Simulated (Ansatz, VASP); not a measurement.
**Two plane-wave programs on Mg**

```xyz
1
Lattice="-1.7577 1.7577 1.9584 1.7577 -1.7577 1.9584 1.7577 1.7577 -1.9584" Properties=species:S:1:pos:R:3 pbc="T T T"
Mg    0.0000    0.0000    0.0000
```

Alike in both runs: task single point; functional PBE; k mesh 20 × 20 × 20; occupations gaussian, width 0.15 eV; no spin polarisation.

```csv
,VASP,Ansatz
version,VASP 6.6.1,Ansatz 0.2.0
potentials or method,"VASP PAW PBE potentials, release 64 (Mg), cutoff 520 eV","scalar-relativistic, plane waves, PAW"
valence electrons in the cell,2,10
```

```csv
,VASP,Ansatz,Ansatz less VASP
gap on the k mesh at the Fermi level (eV),none,none,-
pressure (GPa),-1.8,-1.6,+0.12
"traceless stress, the component that is largest in VASP (GPa)",0.48,0.48,-0.003
```

A gap of «none» marks a metal or a gap that the smearing closes. With one functional, cell and mesh, what is left measures potentials, basis and numerics. VASP's potentials hold 2 valence electrons a cell and Ansatz's 10, so a difference there can come from the potentials and not from the codes.
